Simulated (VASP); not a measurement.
# Si (a cell with a defect) in VASP: notebook

Si (a cell with a defect) is run at these levels: PBE; tasks: single point.

All numbers are computed with VASP 6.6.1; they aren't measurements. Logs are shortened: lines on timing, memory, paths and dates and some standing lists are left out, and cuts for length are marked.

### Step 1. The cell of the first run

The cell holds a defect, 17 atoms: a = 7.679 Å, b = 7.679 Å, c = 7.679 Å, α = 60.00°, β = 60.00°, γ = 60.00°.

### Step 2. Single point, PBE

INCAR reads:

```
SYSTEM = Si
PREC     = Accurate       ! precision mode
ENCUT    = 520            ! plane-wave cutoff, eV
EDIFF    = 1E-7           ! SCF threshold, eV
ISMEAR   = 0              ! smearing method
SIGMA    = 0.05           ! smearing width, eV
LREAL    = Auto         
LASPH    = .TRUE.         ! aspherical terms in the spheres
NELM     = 60             ! most SCF steps
ALGO     = Normal         ! electronic algorithm
ISIF     = 2              ! what is computed and relaxed
LWAVE    = .FALSE.        ! write WAVECAR
LCHARG   = .TRUE.         ! write CHGCAR
GGA      = PE             ! functional
LELF     = .TRUE.         ! ELF
LVHAR    = .TRUE.       
NBANDS   = 48             ! bands
```

KPOINTS reads:

```
regular mesh
0
G
  2 2 2
  0 0 0
```

POSCAR reads:

```
Si
1.0
    0.0000000000      5.4300000000      5.4300000000
    5.4300000000      0.0000000000      5.4300000000
    5.4300000000      5.4300000000      0.0000000000
Si
17
Direct
    0.0182761291     -0.0398924960      0.0171847875
    0.1317092711      0.1071953520      0.1310548901
    0.0055611226      0.0022127441      0.5021807404
    0.1351876829      0.1235347166      0.6235002329
   -0.0247640442      0.4741668851     -0.0258819822
    0.1018888702      0.6014203159      0.1014001305
    0.0182357310      0.5172117175      0.4601026433
    0.1317113377      0.6310886848      0.6071484957
    0.5028441408      0.0021190607      0.0049140195
    0.6240290758      0.1234063195      0.1346769848
    0.5095507547      0.0091544502      0.5091280477
    0.6340250231      0.1333359908      0.6333003627
    0.4602762838      0.5178551406      0.0177874258
    0.6082107517      0.6309657758      0.1309341328
    0.5028450291      0.5049465351      0.5020879889
    0.6240333251      0.6347072928      0.6233762829
    0.8359790155      0.3362134145      0.8362270164
```

Potentials or basis: VASP PAW PBE potentials, release 64 (Si).

On the command line:

```console
> cat potpaw_PBE.64/Si/POTCAR > POTCAR
> mpirun -np 1 vasp_std > vasp.out
```

OUTCAR:

```text
SYSTEM = Si
   PREC = Accurate
   ENCUT = 520
   EDIFF = 1E-7
   ISMEAR = 0
   LREAL = Auto
   LASPH = .TRUE.
   NELM = 60
   ISIF = 2
   GGA = PE

 ion  position               nearest neighbor table
   1  0.018  0.960  0.017-   6 2.30   2 2.35  17 2.47   4 2.48  10 2.48
   2  0.132  0.107  0.131-   3 2.33   9 2.33   5 2.35   1 2.35
   3  0.006  0.002  0.502-   8 2.33   2 2.33  12 2.33   4 2.33
   4  0.135  0.124  0.624-   3 2.33  11 2.35  17 2.40   7 2.48   1 2.48
   5  0.975  0.474  0.974-   8 2.35   2 2.35  14 2.35   6 2.39  17 2.60
   6  0.102  0.601  0.101-  13 2.30   1 2.30   7 2.30   5 2.39
   7  0.018  0.517  0.460-   6 2.30   8 2.35  17 2.47   4 2.48  16 2.48
   8  0.132  0.631  0.607-   3 2.33  15 2.33   5 2.35   7 2.35
   9  0.503  0.002  0.005-   2 2.33  14 2.33  12 2.33  10 2.33
  10  0.624  0.123  0.135-   9 2.33  11 2.35  17 2.40   1 2.48  13 2.48
  11  0.510  0.009  0.509-  12 2.34   4 2.35  16 2.35  10 2.35
  12  0.634  0.133  0.633-   3 2.33  15 2.33   9 2.33  11 2.34
  13  0.460  0.518  0.018-   6 2.30  14 2.35  17 2.47  16 2.48  10 2.48
  14  0.608  0.631  0.131-   9 2.33  15 2.33   5 2.35  13 2.35
  15  0.503  0.505  0.502-   8 2.33  14 2.33  12 2.33  16 2.33
  16  0.624  0.635  0.623-  15 2.33  11 2.35  17 2.40   7 2.48  13 2.48
  17  0.836  0.336  0.836-  10 2.40  16 2.40   4 2.40  13 2.47   1 2.47   7 2.47   5 2.60

  LATTYP: Found a face centered cubic cell.
 ALAT       =    10.8600000000

  Lattice vectors:

 A1 = (   0.0000000000,   5.4300000000,   5.4300000000)
 A2 = (   5.4300000000,   0.0000000000,   5.4300000000)
 A3 = (   5.4300000000,   5.4300000000,   0.0000000000)

Analysis of symmetry for initial positions (statically):
=====================================================================
 Subroutine PRICEL returns:
 Original cell was already a primitive cell.

 Routine SETGRP: Setting up the symmetry group for a
 face centered cubic supercell.

 Subroutine GETGRP returns: Found  1 space group operations
 (whereof  1 operations were pure point group operations)
 out of a pool of 48 trial point group operations.

The static configuration has the point symmetry C_1 .

Analysis of symmetry for dynamics (positions and initial velocities):
=====================================================================
 Subroutine PRICEL returns:
 Original cell was already a primitive cell.

 Routine SETGRP: Setting up the symmetry group for a
 face centered cubic supercell.

 Subroutine GETGRP returns: Found  1 space group operations
 (whereof  1 operations were pure point group operations)
 out of a pool of 48 trial point group operations.

The dynamic configuration has the point symmetry C_1 .

 Subroutine INISYM returns: Found  1 space group operations
 (whereof  1 operations are pure point group operations),
 and found     1 'primitive' translations

----------------------------------------------------------------------------------------

                                     Primitive cell

  volume of cell :     320.2060

  direct lattice vectors                    reciprocal lattice vectors
     0.000000000  5.430000000  5.430000000    -0.092081031  0.092081031  0.092081031
     5.430000000  0.000000000  5.430000000     0.092081031 -0.092081031  0.092081031
     5.430000000  5.430000000  0.000000000     0.092081031  0.092081031 -0.092081031

  length of vectors
     7.679179644  7.679179644  7.679179644     0.159489025  0.159489025  0.159489025

  position of ions in fractional coordinates (direct lattice)
     0.018276129  0.960107504  0.017184787
     0.131709271  0.107195352  0.131054890
     0.005561123  0.002212744  0.502180740
     0.135187683  0.123534717  0.623500233
     0.975235956  0.474166885  0.974118018
     0.101888870  0.601420316  0.101400130
[... 9 lines left out ...]
     0.624033325  0.634707293  0.623376283
     0.835979016  0.336213415  0.836227016

  ion indices of the primitive-cell ions
   primitive index   ion index
                 1           1
                 2           2
                 3           3
                 4           4
                 5           5
                 6           6
[... 9 lines left out ...]
                16          16
                17          17

----------------------------------------------------------------------------------------

 KPOINTS: regular mesh

Automatic generation of k-mesh.
 Grid dimensions read from file:
 generate k-points for:    2    2    2

 Generating k-lattice:

  Cartesian coordinates                     Fractional coordinates (reciprocal lattice)
    -0.046040516  0.046040516  0.046040516     0.500000000  0.000000000  0.000000000
     0.046040516 -0.046040516  0.046040516     0.000000000  0.500000000  0.000000000
     0.046040516  0.046040516 -0.046040516     0.000000000  0.000000000  0.500000000

  Length of vectors
     0.079744512  0.079744512  0.079744512

  Shift w.r.t. Gamma in fractional coordinates (k-lattice)
     0.000000000  0.000000000  0.000000000

 Subroutine IBZKPT returns following result:
 ===========================================

 Found      8 irreducible k-points:

 Following reciprocal coordinates:
            Coordinates               Weight
  0.000000  0.000000  0.000000      1.000000
  0.500000  0.000000  0.000000      1.000000
  0.000000  0.500000  0.000000      1.000000
  0.000000  0.000000  0.500000      1.000000
  0.500000  0.500000  0.500000      1.000000
  0.500000  0.500000  0.000000      1.000000
  0.000000  0.500000  0.500000      1.000000
  0.500000  0.000000  0.500000      1.000000
   k-points           NKPTS =      8   k-points in BZ     NKDIM =      8   number of bands    NBANDS=     48
   number of dos      NEDOS =    301   number of ions     NIONS =     17
   total plane-waves  NPLWV = 216000
   dimension x,y,z NGX =    60 NGY =   60 NGZ =   60
   dimension x,y,z NGXF=   120 NGYF=  120 NGZF=  120
   ions per type =              17
   NGX,Y,Z   is equivalent  to a cutoff of  12.99, 12.99, 12.99 a.u.
   NGXF,Y,Z  is equivalent  to a cutoff of  25.98, 25.98, 25.98 a.u.
 SYSTEM =  Si
   PREC   = accura    normal or accurate (medium, high low for compatibility)
   ISTART =      0    job   : 0-new  1-cont  2-samecut
   ICHARG =      2    charge: 1-file 2-atom 10-const
   ISPIN  =      1    spin polarized calculation?
   LNONCOLLINEAR =      F non collinear calculations
   LSORBIT =      F    spin-orbit coupling
   LASPH  =      T    aspherical Exc in radial PAW
   ENCUT  =  520.0 eV  38.22 Ry    6.18 a.u.  14.28 14.28 14.28*2*pi/ulx,y,z
   NELM   =     60;   NELMIN=  2; NELMDL= -5     # of ELM steps
   EDIFF  = 0.1E-06   stopping-criterion for ELM
   LREAL  =      T    real-space projection
   EDIFFG = 0.1E-05   stopping-criterion for IOM
   NSW    =      0    number of steps for IOM
   IBRION =     -1    ionic relax: 0-MD 1-quasi-New 2-CG
   NFREE  =      0    steps in history (QN), initial steepest desc. (CG)
   ISIF   =      2    stress and relaxation
   ISYM   =      2    0-nonsym 1-usesym 2-fastsym
   POTIM  = 0.5000    time-step for ionic-motion
   TEBEG  =    0.0;   TEEND  =   0.0 temperature during run
   PSTRESS=    0.0 pullay stress
   NELECT =      68.0000    total number of electrons
   NUPDOWN=      -1.0000    fix difference up-down
   EMIN   =  10.00;   EMAX   =-10.00  energy-range for DOS
   EFERMI =   0.00;   METHOD = LEGACY
   ISMEAR =     0;   SIGMA  =   0.05  broadening in eV -4-tet -1-fermi 0-gaus
   EFERMI_NEDOS =   21; number of points for ismear=-14 and -15
   IALGO  =     38    algorithm
   IMIX   =      4    mixing-type and parameters
     AMIX     =   0.40;   BMIX     =  1.00
     AMIX_MAG =   1.60;   BMIX_MAG =  1.00
  volume/ion in A,a.u.               =      18.84       127.11
  Fermi-wavevector in a.u.,A,eV,Ry     =   0.976715  1.845724 12.979587  0.953973
  Thomas-Fermi vector in A             =   2.107356
   LORBIT       =      0    0 simple, 1 ext, 2 COOP (PROOUT), +10 PAW based schemes
   GGA     = PE    functional components
   LHFCALC =     F    Hartree Fock is set to
   AEXX    =    0.0000 exact exchange contribution
   IVDW    =     0    specifies the selected vdW correction
   LEPSILON=     F    determine dielectric tensor
   LRPA    =     F    only Hartree local field effects (RPA)
 non-spin polarized calculation
 Gauss-broadening in eV      SIGMA  =   0.05
  energy-cutoff  :      520.00
  volume of cell :      320.21
 maximum number of plane-waves:      8646
 NGX is ok and might be reduce to    60
   NGX = 29   NGY = 29   NGZ = 29

 number of electron      68.0000000 magnetization

 Free energy of the ion-electron system (eV)
  ---------------------------------------------------
  ext. energy  EPLUGINS =         0.00000000
  ---------------------------------------------------
  free energy    TOTEN  =       -87.71772627 eV

  energy without entropy =      -87.70586653  energy(sigma->0) =      -87.71179640

 E-fermi :   6.7834     XC(G=0):  -9.6960

 val. band max:        6.7293467862   @ k =   0.0000   0.0000   0.0000
 cond. band min:       6.7952873270   @ k =   0.5000   0.0000   0.5000
 fundamental gap:      0.0659405408
 Fermi energy:         6.7833741869

 k-point     1 :       0.0000    0.0000    0.0000
  band No.  band energies     occupation
      1      -6.2301      2.00000
      2      -3.8596      2.00000
      3      -3.5891      2.00000
      4      -3.5874      2.00000
      5      -3.4078      2.00000
      6      -2.7377      2.00000
[... 38 lines left out ...]
     45       8.4331      0.00000
     46       8.8875      0.00000

 k-point     2 :       0.5000    0.0000    0.0000
  band No.  band energies     occupation
      1      -5.7638      2.00000
      2      -4.9886      2.00000
      3      -3.6122      2.00000
      4      -3.3795      2.00000
      5      -3.2057      2.00000
      6      -3.0154      2.00000
[... 286 lines left out ...]
 k-point     8 :       0.5000    0.0000    0.5000
  band No.  band energies     occupation
      1      -5.6316      2.00000
      2      -4.7085      2.00000
      3      -4.0450      2.00000
      4      -3.8413      2.00000
      5      -3.7952      2.00000
      6      -3.6417      2.00000
[... 38 lines left out ...]
     45      10.2928      0.00000
     46      10.3983      0.00000
 [bands above 46 left out]

------------------------ aborting loop because EDIFF is reached ----------------------------------------

  FORCE on cell =-STRESS in cart. coord.  units (eV):
  Direction    XX          YY          ZZ          XY          YZ          ZX
  --------------------------------------------------------------------------------------
  -------------------------------------------------------------------------------------
  Total        8.6686737      8.6856294      8.6870723     -0.9805809     -0.9767888     -0.9807994
  in kB       43.3744275     43.4592664     43.4664862     -4.9064177     -4.8874438     -4.9075111
  external PRESSURE =      43.4333934 kB  Pullay stress =       0.0000000 kB

 VOLUME and BASIS-vectors are now :
 -----------------------------------------------------------------------------
  energy-cutoff  :      520.00
  volume of cell :      320.21
      direct lattice vectors                 reciprocal lattice vectors
     0.000000000  5.430000000  5.430000000    -0.092081031  0.092081031  0.092081031
     5.430000000  0.000000000  5.430000000     0.092081031 -0.092081031  0.092081031
     5.430000000  5.430000000  0.000000000     0.092081031  0.092081031 -0.092081031

 POSITION                                       TOTAL-FORCE (eV/Angst)
 -----------------------------------------------------------------------------------
      5.30670      0.19255      5.31262         0.005565     -0.004123      0.000267
      1.29370      1.42681      1.29725        -0.009061      0.002627     -0.004179
      2.73886      2.75704      0.04221         0.018592     -0.016858     -0.016735
      4.05640      4.11968      1.40486         0.003238     -0.000802     -0.000859
      7.86419     10.58499      7.87026         0.003215     -0.009615     -0.009822
      3.81632      1.10386      3.81897         0.017423      0.011029      0.010608
[... 9 lines left out ...]
      6.83139      6.77343      6.83496         0.004098      0.002407      0.002911
      6.36635      9.08008      6.36500         0.001994      0.009848      0.010200
 -----------------------------------------------------------------------------------
    total drift:                                0.004658     -0.002081     -0.001484

  FREE ENERGIE OF THE ION-ELECTRON SYSTEM (eV)
  ---------------------------------------------------
  free  energy   TOTEN  =       -87.7177262687 eV

  energy  without entropy=      -87.7058665337  energy(sigma->0) =      -87.71179640
```

Run time: 2.3 min. Hardware: 1 thread of Intel Xeon Platinum 8559C (Emerald Rapids), shared host; peak memory 0.46 GiB.

Results:

```
Free energy            : -87.7177 eV
Pressure               : 4.3 GPa
Largest force          : 0.035 eV/Å
Band gap on the k mesh : zero (band 34 reaches 6.80 eV, above the bottom of band 35 at 6.72 eV)
```

Forces on the atoms (eV/Å):
```
Si   0.006 -0.004  0.000
Si  -0.009  0.003 -0.004
Si   0.019 -0.017 -0.017
Si   0.003 -0.001 -0.001
Si   0.003 -0.010 -0.010
Si   0.017  0.011  0.011
Si   0.005  0.000 -0.004
Si  -0.009 -0.004  0.002
Si  -0.020 -0.020  0.020
Si   0.005  0.003  0.002
Si  -0.003  0.006  0.006
Si   0.006 -0.005 -0.005
Si  -0.018  0.006  0.006
Si   0.010 -0.001 -0.001
Si  -0.020  0.020 -0.019
Si   0.004  0.002  0.003
Si   0.002  0.010  0.010
```

Levels at points of the mesh, in eV from the Fermi level:
| k point | band 31 | band 32 | band 33 | band 34 | band 35 | band 36 | band 37 | band 38 |
| --- | --- | --- | --- | --- | --- | --- | --- | --- |
| (0.00, 0.00, 0.00) | -1.13 | -0.71 | -0.71 | -0.50 | -0.06 | -0.05 | 0.26 | 0.26 |
| (0.50, 0.00, 0.00) | -1.38 | -1.36 | -0.87 | -0.17 | 0.19 | 0.70 | 0.92 | 1.05 |
| (0.00, 0.50, 0.00) | -1.38 | -1.36 | -0.87 | -0.17 | 0.19 | 0.70 | 0.92 | 1.05 |
| (0.00, 0.00, 0.50) | -1.38 | -1.36 | -0.87 | -0.17 | 0.19 | 0.70 | 0.92 | 1.05 |
| (0.50, 0.50, 0.50) | -1.37 | -1.31 | -1.31 | -0.27 | 0.37 | 0.38 | 1.20 | 1.20 |
| (0.50, 0.50, 0.00) | -1.89 | -1.72 | -0.78 | 0.01 | 0.38 | 1.30 | 1.46 | 1.57 |
| (0.00, 0.50, 0.50) | -1.89 | -1.71 | -0.78 | 0.01 | 0.38 | 1.30 | 1.46 | 1.57 |
| (0.50, 0.00, 0.50) | -1.89 | -1.72 | -0.78 | 0.01 | 0.38 | 1.30 | 1.46 | 1.57 |

Caveat: the k points lie up to 0.50 Å⁻¹ apart.

(Part 1 of 2 ends here.)
